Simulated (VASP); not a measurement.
Set up this calculation in VASP 6.6.1, as the native input.

| Quantity | Value |
| --- | --- |
| Task | single point |
| Functional | r2SCAN |
| Potentials or basis | VASP PAW PBE potentials, release 64 (Os) |
| Cutoff | 660 eV |
| k mesh | 6 × 6 × 6 |
| Occupations | gaussian, width 0.1 eV |
| Spin | no spin polarisation |
| Dipole correction | no |
| Further INCAR settings | ALGO = Normal; EDIFF = 1e-06; NBANDS = 10 |

Crystal: Os.

```
Os
1.0
     0.00000    1.92204    1.92204
     1.92204    0.00000    1.92204
     1.92204    1.92204    0.00000
Os
1
Direct
  0.00000 0.00000 0.00000
```

This isn't the form of Os at room conditions, which is hcp.

The input as run:

POSCAR

```
Os
1.0
    0.0000000000      1.9220413878      1.9220413878
    1.9220413878      0.0000000000      1.9220413878
    1.9220413878      1.9220413878      0.0000000000
Os
1
Direct
    0.0000000000      0.0000000000      0.0000000000
```

INCAR.step1

```
SYSTEM = Os
PREC = Accurate
ENCUT = 660
ISMEAR = 0
SIGMA = 0.1
LREAL = .False.
LASPH = .True.
NELM = 120
NBANDS = 10
GGA = PE
ALGO = Normal
EDIFF = 1E-5
LWAVE = .True.
LCHARG = .False.
GGA_COMPAT = .False.
```

INCAR.step2

```
SYSTEM = Os
PREC = Accurate
ENCUT = 660
EDIFF = 1E-6
ISMEAR = 0
SIGMA = 0.1
LREAL = .False.
LASPH = .True.
NELM = 120
ALGO = Normal
ISIF = 2
LWAVE = .False.
LCHARG = .False.
METAGGA = R2SCAN
LMIXTAU = .True.
NBANDS = 10
ISTART = 1
GGA_COMPAT = .False.
```

KPOINTS

```
Automatic mesh
0
Gamma
  6 6 6
  0 0 0
```

Potentials or basis: VASP PAW PBE potentials, release 64 (Os).

The run is started by

```bash
$ cat potpaw_PBE.64/Os/POTCAR > POTCAR
$ cp INCAR.step1 INCAR
$ mpirun -np 1 vasp_std > vasp.out
$ cp INCAR.step2 INCAR
$ mpirun -np 1 vasp_std > vasp.out
```

Results of the run:

```yaml
Pressure: -1.5 GPa
Band_gap_on_the_k_mesh: zero (bands 4 and 5 overlap by 3.86 eV)
```

Caveat: the k points lie up to 0.47 Å⁻¹ apart, too coarse for converged energies and pressures of a metal; the PAW data sets were made with another functional, which shifts forces and pressure a little; spin-orbit coupling is left out, which moves the levels of the heavy elements.

Wall time 16 s on 1 thread of AMD EPYC 9R45 (Zen 5), with other jobs on the host, peak memory 0.11 GiB.
